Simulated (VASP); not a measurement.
# SrO (x) (Fm-3m) in VASP: single point with PBEsol

Aim: the single point of SrO (x) with PBEsol.

All numbers are computed with VASP 6.6.1; they aren't measurements. Logs are shortened: lines on timing, memory, paths and dates and some standing lists are left out, and cuts for length are marked.

### Step 1. The cell of the first run

It takes space group Fm-3m (No. 225, cubic). Conventional cell: a = 5.160 Å, b = 5.160 Å, c = 5.160 Å, α = 90.00°, β = 90.00°, γ = 90.00°. Sr (site symmetry m-3m) has 6 O at 2.58 Å within 3.4 Å. O (site symmetry m-3m) has 6 Sr at 2.58 Å within 3.4 Å.

### Step 2. Single point, PBEsol

INCAR

```
SYSTEM = SrO
PREC = Accurate
ENCUT = 600
EDIFF = 1E-6
ISMEAR = 0
SIGMA = 0.01
LREAL = .False.
LASPH = .True.
NELM = 120
ALGO = Normal
ISIF = 2
LWAVE = .False.
LCHARG = .False.
GGA = PS
NBANDS = 15
GGA_COMPAT = .False.
```

KPOINTS

```
Automatic mesh
0
Gamma
  6 6 6
  0 0 0
```

POSCAR

```
SrO
1.0
    0.0000000000      2.5800000000      2.5800000000
    2.5800000000      0.0000000000      2.5800000000
    2.5800000000      2.5800000000      0.0000000000
Sr O
1 1
Direct
    0.0000000000      0.0000000000      0.0000000000
    0.5000000000      0.5000000000      0.5000000000
```

Potentials or basis: VASP PAW PBE potentials, release 64 (Sr_sv, O).

Launch:

```
$ cat potpaw_PBE.64/Sr_sv/POTCAR potpaw_PBE.64/O/POTCAR > POTCAR
$ mpirun -np 1 vasp_std > vasp.out
```

OUTCAR:

```text
SYSTEM = SrO
   PREC = Accurate
   ENCUT = 600
   EDIFF = 1E-6
   ISMEAR = 0
   LREAL = .False.
   LASPH = .True.
   NELM = 120
   ISIF = 2
   GGA = PS

 ion  position               nearest neighbor table
   1  0.000  0.000  0.000-   2 2.58   2 2.58   2 2.58   2 2.58   2 2.58   2 2.58
   2  0.500  0.500  0.500-   1 2.58   1 2.58   1 2.58   1 2.58   1 2.58   1 2.58

  LATTYP: Found a face centered cubic cell.
 ALAT       =     5.1600000000

  Lattice vectors:

 A1 = (   0.0000000000,   2.5800000000,   2.5800000000)
 A2 = (   2.5800000000,   0.0000000000,   2.5800000000)
 A3 = (   2.5800000000,   2.5800000000,   0.0000000000)

Analysis of symmetry for initial positions (statically):
=====================================================================
 Subroutine PRICEL returns:
 Original cell was already a primitive cell.

 Routine SETGRP: Setting up the symmetry group for a
 face centered cubic supercell.

 Subroutine GETGRP returns: Found 48 space group operations
 (whereof 48 operations were pure point group operations)
 out of a pool of 48 trial point group operations.

The static configuration has the point symmetry O_h .

Analysis of symmetry for dynamics (positions and initial velocities):
=====================================================================
 Subroutine PRICEL returns:
 Original cell was already a primitive cell.

 Routine SETGRP: Setting up the symmetry group for a
 face centered cubic supercell.

 Subroutine GETGRP returns: Found 48 space group operations
 (whereof 48 operations were pure point group operations)
 out of a pool of 48 trial point group operations.

The dynamic configuration has the point symmetry O_h .

 Subroutine INISYM returns: Found 48 space group operations
 (whereof 48 operations are pure point group operations),
 and found     1 'primitive' translations

----------------------------------------------------------------------------------------

                                     Primitive cell

  volume of cell :      34.3470

  direct lattice vectors                    reciprocal lattice vectors
     0.000000000  2.580000000  2.580000000    -0.193798450  0.193798450  0.193798450
     2.580000000  0.000000000  2.580000000     0.193798450 -0.193798450  0.193798450
     2.580000000  2.580000000  0.000000000     0.193798450  0.193798450 -0.193798450

  length of vectors
     3.648670991  3.648670991  3.648670991     0.335668761  0.335668761  0.335668761

  position of ions in fractional coordinates (direct lattice)
     0.000000000  0.000000000  0.000000000
     0.500000000  0.500000000  0.500000000

  ion indices of the primitive-cell ions
   primitive index   ion index
                 1           1
                 2           2

----------------------------------------------------------------------------------------

 KPOINTS: Automatic mesh

Automatic generation of k-mesh.
 Grid dimensions read from file:
 generate k-points for:    6    6    6

 Generating k-lattice:

  Cartesian coordinates                     Fractional coordinates (reciprocal lattice)
    -0.032299742  0.032299742  0.032299742     0.166666667  0.000000000  0.000000000
     0.032299742 -0.032299742  0.032299742     0.000000000  0.166666667  0.000000000
     0.032299742  0.032299742 -0.032299742     0.000000000  0.000000000  0.166666667

  Length of vectors
     0.055944794  0.055944794  0.055944794

  Shift w.r.t. Gamma in fractional coordinates (k-lattice)
     0.000000000  0.000000000  0.000000000

 Subroutine IBZKPT returns following result:
 ===========================================

 Found     16 irreducible k-points:

 Following reciprocal coordinates:
            Coordinates               Weight
  0.000000  0.000000  0.000000      1.000000
  0.166667  0.000000  0.000000      8.000000
  0.333333  0.000000  0.000000      8.000000
  0.500000  0.000000  0.000000      4.000000
  0.166667  0.166667  0.000000      6.000000
  0.333333  0.166667  0.000000     24.000000
[... 8 lines left out ...]
 -0.333333  0.333333  0.166667     24.000000
 -0.333333  0.500000  0.166667     12.000000
   k-points           NKPTS =     16   k-points in BZ     NKDIM =     16   number of bands    NBANDS=     15
   number of dos      NEDOS =    301   number of ions     NIONS =      2
   total plane-waves  NPLWV =  27000
   dimension x,y,z NGX =    30 NGY =   30 NGZ =   30
   dimension x,y,z NGXF=    60 NGYF=   60 NGZF=   60
   ions per type =               1   1
   NGX,Y,Z   is equivalent  to a cutoff of  13.67, 13.67, 13.67 a.u.
   NGXF,Y,Z  is equivalent  to a cutoff of  27.34, 27.34, 27.34 a.u.
 SYSTEM =  SrO
   PREC   = accura    normal or accurate (medium, high low for compatibility)
   ISTART =      0    job   : 0-new  1-cont  2-samecut
   ICHARG =      2    charge: 1-file 2-atom 10-const
   ISPIN  =      1    spin polarized calculation?
   LNONCOLLINEAR =      F non collinear calculations
   LSORBIT =      F    spin-orbit coupling
   LASPH  =      T    aspherical Exc in radial PAW
   ENCUT  =  600.0 eV  44.10 Ry    6.64 a.u.   7.29  7.29  7.29*2*pi/ulx,y,z
   NELM   =    120;   NELMIN=  2; NELMDL= -5     # of ELM steps
   EDIFF  = 0.1E-05   stopping-criterion for ELM
   LREAL  =      F    real-space projection
   EDIFFG = 0.1E-04   stopping-criterion for IOM
   NSW    =      0    number of steps for IOM
   IBRION =     -1    ionic relax: 0-MD 1-quasi-New 2-CG
   NFREE  =      0    steps in history (QN), initial steepest desc. (CG)
   ISIF   =      2    stress and relaxation
   ISYM   =      2    0-nonsym 1-usesym 2-fastsym
   POTIM  = 0.5000    time-step for ionic-motion
   TEBEG  =    0.0;   TEEND  =   0.0 temperature during run
   PSTRESS=    0.0 pullay stress
   NELECT =      16.0000    total number of electrons
   NUPDOWN=      -1.0000    fix difference up-down
   EMIN   =  10.00;   EMAX   =-10.00  energy-range for DOS
   EFERMI =   0.00;   METHOD = LEGACY
   ISMEAR =     0;   SIGMA  =   0.01  broadening in eV -4-tet -1-fermi 0-gaus
   EFERMI_NEDOS =   21; number of points for ismear=-14 and -15
   IALGO  =     38    algorithm
   IMIX   =      4    mixing-type and parameters
     AMIX     =   0.40;   BMIX     =  1.00
     AMIX_MAG =   1.60;   BMIX_MAG =  1.00
  volume/ion in A,a.u.               =      17.17       115.89
  Fermi-wavevector in a.u.,A,eV,Ry     =   1.269069  2.398192 21.912663  1.610535
  Thomas-Fermi vector in A             =   2.402130
   LORBIT       =      0    0 simple, 1 ext, 2 COOP (PROOUT), +10 PAW based schemes
   GGA     = PS    functional components
   LHFCALC =     F    Hartree Fock is set to
   AEXX    =    0.0000 exact exchange contribution
   IVDW    =     0    specifies the selected vdW correction
   LEPSILON=     F    determine dielectric tensor
   LRPA    =     F    only Hartree local field effects (RPA)
 non-spin polarized calculation
 Gauss-broadening in eV      SIGMA  =   0.01
  energy-cutoff  :      600.00
  volume of cell :       34.35
 maximum number of plane-waves:      1167
 NGX is ok and might be reduce to    30
   NGX = 15   NGY = 15   NGZ = 15

 number of electron      15.9999998 magnetization

 Free energy of the ion-electron system (eV)
  ---------------------------------------------------
  ext. energy  EPLUGINS =         0.00000000
  ---------------------------------------------------
  free energy    TOTEN  =       -12.63910771 eV

  energy without entropy =      -12.63910771  energy(sigma->0) =      -12.63910771

 E-fermi :   1.5356     XC(G=0): -10.2268

 val. band max:        1.4386794232   @ k =   0.0000   0.0000   0.0000
 cond. band min:       4.6022280943   @ k =   0.5000   0.5000   0.0000
 fundamental gap:      3.1635486712
 Fermi energy:         1.5356026672

 k-point     1 :       0.0000    0.0000    0.0000
  band No.  band energies     occupation
      1     -30.8341      2.00000
      2     -13.5458      2.00000
      3     -12.4977      2.00000
      4     -12.4977      2.00000
      5     -12.4977      2.00000
      6       1.4387      2.00000
      7       1.4387      2.00000
      8       1.4387      2.00000
      9       5.1885      0.00000
     10       7.5793      0.00000
     11       7.5793      0.00000
     12       7.5793      0.00000
     13       9.7503      0.00000
     14       9.7503      0.00000
     15      13.8749      0.00000

 k-point     2 :       0.1667    0.0000    0.0000
  band No.  band energies     occupation
      1     -30.8007      2.00000
      2     -14.1062      2.00000
      3     -12.5186      2.00000
      4     -12.5186      2.00000
      5     -12.0197      2.00000
      6       0.6963      2.00000
      7       1.1112      2.00000
      8       1.1112      2.00000
      9       6.3524      0.00000
     10       7.3603      0.00000
     11       8.1138      0.00000
     12       8.1138      0.00000
     13      10.4437      0.00000
     14      10.4437      0.00000
     15      15.5495      0.00000

 k-point     3 :       0.3333    0.0000    0.0000
  band No.  band energies     occupation
      1     -30.7329      2.00000
      2     -14.7903      2.00000
      3     -12.5595      2.00000
      4     -12.5595      2.00000
      5     -11.5007      2.00000
      6      -0.3422      2.00000
      7       0.5515      2.00000
      8       0.5515      2.00000
      9       7.5259      0.00000
     10       8.4839      0.00000
     11       9.4103      0.00000
     12       9.4103      0.00000
     13      12.0037      0.00000
     14      12.0037      0.00000
     15      17.1084      0.00000

 k-point     4 :       0.5000    0.0000    0.0000
  band No.  band energies     occupation
      1     -30.6985      2.00000
      2     -15.0605      2.00000
      3     -12.5795      2.00000
      4     -12.5795      2.00000
      5     -11.3132      2.00000
      6      -0.7655      2.00000
      7       0.3057      2.00000
      8       0.3057      2.00000
      9       7.8841      0.00000
     10       9.6435      0.00000
     11      10.2254      0.00000
     12      10.2254      0.00000
     13      13.3028      0.00000
     14      13.3028      0.00000
     15      16.0295      0.00000
[... 163 lines left out ...]
 k-point    14 :       0.5000    0.3333    0.1667
  band No.  band energies     occupation
      1     -30.6901      2.00000
      2     -14.5391      2.00000
      3     -12.9134      2.00000
      4     -12.7457      2.00000
      5     -11.8366      2.00000
      6       0.0781      2.00000
      7       0.6098      2.00000
      8       1.0657      2.00000
      9       6.3909      0.00000
     10       8.5024      0.00000
     11      10.1598      0.00000
     12      10.8101      0.00000
     13      12.1741      0.00000
     14      13.4054      0.00000
     15      15.5325      0.00000

 k-point    15 :      -0.3333    0.3333    0.1667
  band No.  band energies     occupation
      1     -30.6678      2.00000
      2     -14.5255      2.00000
      3     -13.0287      2.00000
      4     -12.8832      2.00000
      5     -11.8076      2.00000
      6       0.0953      2.00000
      7       0.7549      2.00000
      8       0.8145      2.00000
      9       7.5392      0.00000
     10       7.6566      0.00000
     11      10.3240      0.00000
     12      11.4864      0.00000
     13      12.8306      0.00000
     14      14.1739      0.00000
     15      14.9681      0.00000

 k-point    16 :      -0.3333    0.5000    0.1667
  band No.  band energies     occupation
      1     -30.6579      2.00000
      2     -14.1000      2.00000
      3     -13.3130      2.00000
      4     -13.0175      2.00000
      5     -12.0938      2.00000
      6       0.5491      2.00000
      7       0.9571      2.00000
      8       1.0857      2.00000
      9       5.9843      0.00000
     10       8.8989      0.00000
     11       9.7990      0.00000
     12      12.3811      0.00000
     13      12.5261      0.00000
     14      14.1528      0.00000
     15      14.7517      0.00000

------------------------ aborting loop because EDIFF is reached ----------------------------------------

  FORCE on cell =-STRESS in cart. coord.  units (eV):
  Direction    XX          YY          ZZ          XY          YZ          ZX
  --------------------------------------------------------------------------------------
  -------------------------------------------------------------------------------------
  Total       -0.3123879     -0.3123879     -0.3123879      0.0000000      0.0000000     -0.0000000
  in kB      -14.5718836    -14.5718836    -14.5718836      0.0000000      0.0000000     -0.0000000
  external PRESSURE =     -14.5718836 kB  Pullay stress =       0.0000000 kB

 VOLUME and BASIS-vectors are now :
 -----------------------------------------------------------------------------
  energy-cutoff  :      600.00
  volume of cell :       34.35
      direct lattice vectors                 reciprocal lattice vectors
     0.000000000  2.580000000  2.580000000    -0.193798450  0.193798450  0.193798450
     2.580000000  0.000000000  2.580000000     0.193798450 -0.193798450  0.193798450
     2.580000000  2.580000000  0.000000000     0.193798450  0.193798450 -0.193798450

 POSITION                                       TOTAL-FORCE (eV/Angst)
 -----------------------------------------------------------------------------------
      0.00000      0.00000      0.00000         0.000000      0.000000      0.000000
      2.58000      2.58000      2.58000        -0.000000     -0.000000     -0.000000
 -----------------------------------------------------------------------------------
    total drift:                                0.000000      0.000000      0.000000

  FREE ENERGIE OF THE ION-ELECTRON SYSTEM (eV)
  ---------------------------------------------------
  free  energy   TOTEN  =       -12.6391077145 eV

  energy  without entropy=      -12.6391077145  energy(sigma->0) =      -12.63910771
```

It took 18 s on 1 thread of Intel Xeon 8259CL, shared host; peak memory 0.17 GiB.

What came out:

| Quantity | Value |
| --- | --- |
| Free energy | -12.6391 eV |
| Pressure | -1.5 GPa |
| Band gap on the k mesh | 3.16 eV, indirect (least direct gap 3.26 eV) |

Caveat: the PAW data sets were made with another functional, which shifts forces and pressure a little.
